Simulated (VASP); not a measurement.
# KF (I4/mmm) in VASP: notebook, part 2 of 2

VASP 6.6.1.

### Step 3. Single point, LDA (strain +0.050 along x and y, -0.050 along z)

The input, INCAR:

```
SYSTEM = KF
PREC = Accurate
ENCUT = 520
EDIFF = 1E-6
ISMEAR = 0
SIGMA = 0.05
LREAL = .False.
LASPH = .True.
NELM = 80
ALGO = Normal
ISIF = 2
LWAVE = .False.
LCHARG = .False.
GGA = CA
NBANDS = 15
```

The input, KPOINTS:

```
regular mesh
0
Gamma
  8 8 8
  0 0 0
```

The input, POSCAR:

```
KF
1.0
    0.0000000000      2.8071750000      2.5398250000
    2.8071750000      0.0000000000      2.5398250000
    2.8071750000      2.8071750000      0.0000000000
K F
1 1
Direct
    0.0000000000      0.0000000000      0.0000000000
    0.5000000000      0.5000000000      0.5000000000
```

Potentials or basis: VASP PAW LDA potentials, release 64 (K_sv, F).

Run with:

```
$ cat potpaw_LDA.64/K_sv/POTCAR potpaw_LDA.64/F/POTCAR > POTCAR
$ mpirun -np 1 vasp_std > vasp.out
```

OUTCAR:

```text
SYSTEM = KF
   PREC = Accurate
   ENCUT = 520
   EDIFF = 1E-6
   ISMEAR = 0
   LREAL = .False.
   LASPH = .True.
   NELM = 80
   ISIF = 2
   GGA = CA

 ion  position               nearest neighbor table
   1  0.000  0.000  0.000-   2 2.54   2 2.54   2 2.81   2 2.81   2 2.81   2 2.81
   2  0.500  0.500  0.500-   1 2.54   1 2.54   1 2.81   1 2.81   1 2.81   1 2.81

  LATTYP: Found a body centered tetragonal cell.
 ALAT       =     3.9699449570
 C/A-ratio  =     1.2795265564

  Lattice vectors:

 A1 = (   0.0000000000,  -2.8071750000,  -2.5398250000)
 A2 = (   0.0000000000,   2.8071750000,  -2.5398250000)
 A3 = (   2.8071750000,   0.0000000000,   2.5398250000)

Analysis of symmetry for initial positions (statically):
=====================================================================
 Subroutine PRICEL returns:
 Original cell was already a primitive cell.

 Routine SETGRP: Setting up the symmetry group for a
 body centered tetragonal supercell.

 Subroutine GETGRP returns: Found 16 space group operations
 (whereof 16 operations were pure point group operations)
 out of a pool of 16 trial point group operations.

The static configuration has the point symmetry D_4h.

Analysis of symmetry for dynamics (positions and initial velocities):
=====================================================================
 Subroutine PRICEL returns:
 Original cell was already a primitive cell.

 Routine SETGRP: Setting up the symmetry group for a
 body centered tetragonal supercell.

 Subroutine GETGRP returns: Found 16 space group operations
 (whereof 16 operations were pure point group operations)
 out of a pool of 16 trial point group operations.

The dynamic configuration has the point symmetry D_4h.

 Subroutine INISYM returns: Found 16 space group operations
 (whereof 16 operations are pure point group operations),
 and found     1 'primitive' translations

----------------------------------------------------------------------------------------

                                     Primitive cell

  volume of cell :      40.0288

[... 113 lines left out ...]
   GGA     = CA    functional components
   LHFCALC =     F    Hartree Fock is set to
   AEXX    =    0.0000 exact exchange contribution
   IVDW    =     0    specifies the selected vdW correction
   LEPSILON=     F    determine dielectric tensor
   LRPA    =     F    only Hartree local field effects (RPA)
 non-spin polarized calculation
 Gauss-broadening in eV      SIGMA  =   0.05
  energy-cutoff  :      520.00
  volume of cell :       40.03
 maximum number of plane-waves:      1105
   NGX = 15   NGY = 15   NGZ = 15

 number of electron      15.9999991 magnetization

 Free energy of the ion-electron system (eV)
  ---------------------------------------------------
  ext. energy  EPLUGINS =         0.00000000
  ---------------------------------------------------
  free energy    TOTEN  =        -8.95811615 eV

  energy without entropy =       -8.95811615  energy(sigma->0) =       -8.95811615

 E-fermi :  -2.9348     XC(G=0):  -8.8839

 val. band max:       -3.2405114372   @ k =   0.0000   0.0000   0.0000
 cond. band min:       2.1623220917   @ k =   0.0000   0.0000   0.0000
 fundamental gap:      5.4028335288
 Fermi energy:        -2.9347877294

 k-point     1 :       0.0000    0.0000    0.0000
  band No.  band energies     occupation
      1     -29.0863      2.00000
      2     -21.5599      2.00000
      3     -12.6065      2.00000
      4     -12.5979      2.00000
      5     -12.5979      2.00000
      6      -3.4031      2.00000
      7      -3.4031      2.00000
      8      -3.2405      2.00000
      9       2.1623      0.00000
     10       6.9009      0.00000
     11       6.9009      0.00000
     12       7.4620      0.00000
     13       8.2188      0.00000
     14       9.3027      0.00000
[... 401 lines left out ...]
      2     -21.6148      2.00000
      3     -12.8193      2.00000
      4     -12.6805      2.00000
      5     -12.6265      2.00000
      6      -3.9293      2.00000
      7      -3.6083      2.00000
      8      -3.5304      2.00000
      9       4.6194      0.00000
     10       6.0347      0.00000
     11       7.9609      0.00000
     12       8.5922      0.00000
     13       9.4424      0.00000
     14      10.1606      0.00000
     15      13.2187      0.00000

 [... further k-points ...]
[... 5 lines left out ...]
  --------------------------------------------------------------------------------------
  -------------------------------------------------------------------------------------
  Total       -1.2708881     -1.2708881     -0.2093150      0.0000000     -0.0000000      0.0000000
  in kB      -50.8680557    -50.8680557     -8.3779562      0.0000000     -0.0000000      0.0000000
  external PRESSURE =     -36.7046892 kB  Pullay stress =       0.0000000 kB

 VOLUME and BASIS-vectors are now :
 -----------------------------------------------------------------------------
  energy-cutoff  :      520.00
  volume of cell :       40.03
      direct lattice vectors                 reciprocal lattice vectors
     0.000000000  2.807175000  2.539825000    -0.178115009  0.178115009  0.196863957
     2.807175000  0.000000000  2.539825000     0.178115009 -0.178115009  0.196863957
     2.807175000  2.807175000  0.000000000     0.178115009  0.178115009 -0.196863957

 POSITION                                       TOTAL-FORCE (eV/Angst)
 -----------------------------------------------------------------------------------
      0.00000      0.00000      0.00000        -0.000000     -0.000000      0.000000
      2.80717      2.80717      2.53982         0.000000      0.000000      0.000000
 -----------------------------------------------------------------------------------
    total drift:                                0.000000      0.000000      0.000000

  FREE ENERGIE OF THE ION-ELECTRON SYSTEM (eV)
  ---------------------------------------------------
  free  energy   TOTEN  =        -8.9581161519 eV

  energy  without entropy=       -8.9581161519  energy(sigma->0) =       -8.95811615
```

OSZICAR:

```text
N       E                     dE             d eps       ncg     rms          rms(c)
DAV:   1     0.114708231459E+03    0.11471E+03   -0.80637E+03  1770   0.103E+03
DAV:   2    -0.515751351059E+01   -0.11987E+03   -0.10873E+03  2333   0.290E+02
DAV:   3    -0.100440873379E+02   -0.48866E+01   -0.48586E+01  2338   0.521E+01
DAV:   4    -0.101964944613E+02   -0.15241E+00   -0.15237E+00  2372   0.873E+00
DAV:   5    -0.101985944477E+02   -0.21000E-02   -0.21000E-02  2395   0.906E-01    0.613E+00
DAV:   6    -0.904454669698E+01    0.11540E+01   -0.33253E+00  1861   0.144E+01    0.403E+00
DAV:   7    -0.898764323661E+01    0.56903E-01   -0.86979E-02  2183   0.227E+00    0.237E+00
DAV:   8    -0.895784059315E+01    0.29803E-01   -0.51648E-02  2176   0.220E+00    0.212E-01
DAV:   9    -0.895792194164E+01   -0.81348E-04   -0.29679E-03  2030   0.465E-01    0.983E-02
DAV:  10    -0.895810963720E+01   -0.18770E-03   -0.26975E-04  2173   0.165E-01    0.495E-02
DAV:  11    -0.895811727828E+01   -0.76411E-05   -0.44805E-05  2387   0.736E-02    0.137E-02
DAV:  12    -0.895811602018E+01    0.12581E-05   -0.55804E-06  2395   0.264E-02    0.254E-03
DAV:  13    -0.895811615188E+01   -0.13169E-06   -0.33747E-07  1585   0.526E-03
   1 F= -.89581162E+01 E0= -.89581162E+01  d E =-.380481E-20
```

stdout:

```text
POSCAR found type information on POSCAR K F
 POSCAR found :  2 types and       2 ions
 scaLAPACK will be used
 LDA part: xc-table for (Slater(with rela. corr.)+CA(PZ))
 , standard interpolation
 POSCAR, INCAR and KPOINTS ok, starting setup
 FFT: planning ... GRIDC
 FFT: planning ... GRID_SOFT
 FFT: planning ... GRID
 WAVECAR not read
 entering main loop
```

Run time: 16 s. Hardware: 1 thread of Intel Xeon Platinum 8488C (Sapphire Rapids), shared host; peak memory 0.16 GiB.

What came out:

- Free energy: -8.9581 eV
- Pressure: -3.7 GPa
- Band gap on the k mesh: 5.40 eV, direct

Levels at points of the mesh, in eV from the valence-band top:
```csv
k point,band 6,band 7,band 8,band 9,band 10,band 11
"(0.00, 0.00, 0.00)",-0.16,-0.16,0.00,5.40,10.14,10.14
"(0.50, 0.00, 0.00)",-0.92,-0.48,-0.45,8.44,9.74,11.34
"(0.50, 0.50, 0.00)",-0.24,-0.24,-0.16,7.52,9.89,11.51
"(0.50, 0.00, 0.50)",-0.42,-0.22,-0.04,7.93,9.69,10.60
```

Caveat: the cell differs from its parent crystal (strain +0.050 along x and y, -0.050 along z).

### Step 4. Single point, LDA (strain +0.050 along x and y, -0.025 along z)

The input, INCAR:

```
SYSTEM = KF
  PREC = Accurate
  ENCUT = 520
  EDIFF = 1E-7
  ISMEAR = 0
  SIGMA = 0.05
  LREAL = .False.
  LASPH = .True.
  NELM = 80
  ALGO = Normal
  ISIF = 2
  LWAVE = .False.
  LCHARG = .False.
  NBANDS = 15
```

The input, KPOINTS:

```
Automatic mesh
0
Gamma
  8 8 8
  0 0 0
```

The input, POSCAR:

```
KF
1.0
    0.0000000000      2.8071750000      2.6066625000
    2.8071750000      0.0000000000      2.6066625000
    2.8071750000      2.8071750000      0.0000000000
K F
1 1
Direct
    0.0000000000      0.0000000000      0.0000000000
    0.5000000000      0.5000000000      0.5000000000
```

Run with:

```
$ cat potpaw_LDA.64/K_sv/POTCAR potpaw_LDA.64/F/POTCAR > POTCAR
$ mpirun -np 1 vasp_std > vasp.out
```

Wall time 18 s (1 thread of Intel Xeon Platinum 8488C (Sapphire Rapids), shared host); peak memory 0.16 GiB.

It converged, with:

* Free energy: -8.9462 eV
* Pressure: -4.6 GPa
* Band gap on the k mesh: 5.35 eV, direct

Stress tensor (GPa, compression positive):
```
-5.34  0.00  0.00
 0.00 -5.34  0.00
 0.00  0.00 -2.99
```

Levels at points of the mesh, in eV from the valence-band top:
| k point | band 5 | band 6 | band 7 | band 8 | band 9 | band 10 | band 11 | band 12 |
| --- | --- | --- | --- | --- | --- | --- | --- | --- |
| (0.00, 0.00, 0.00) | -9.41 | -0.10 | -0.10 | 0.00 | 5.35 | 10.14 | 10.14 | 10.55 |
| (0.50, 0.00, 0.00) | -9.39 | -0.84 | -0.40 | -0.38 | 8.39 | 9.62 | 11.33 | 11.83 |
| (0.50, 0.50, 0.00) | -9.64 | -0.19 | -0.18 | -0.18 | 7.61 | 9.74 | 11.21 | 13.13 |
| (0.50, 0.00, 0.50) | -9.55 | -0.36 | -0.16 | -0.06 | 7.89 | 9.61 | 10.54 | 13.12 |

Caveat: the cell differs from its parent crystal (strain +0.050 along x and y, -0.025 along z). A k mesh can miss the band edges.

### Step 5. Summary

| cell | gap on the mesh (eV) | pressure (GPa) |
| --- | --- | --- |
| a = 3.736, b = 3.736, c = 3.875 Å, angles 58.8, 58.8, 62.5°, 2 atoms | 5.66 | -2.9 |
| a = 3.786, b = 3.786, c = 3.970 Å, angles 58.4, 58.4, 63.2°, 2 atoms | 5.40 | -3.7 |
| a = 3.831, b = 3.831, c = 3.970 Å, angles 58.8, 58.8, 62.4°, 2 atoms | 5.35 | -4.6 |

Alike in all rows: task single point; level LDA; potentials or basis VASP PAW LDA potentials, release 64 (K_sv, F); no spin polarisation; k mesh 8 × 8 × 8; cutoff (eV) 520; smearing gaussian 0.05 eV.

Absolute energies hang on the potentials; compare differences alone.
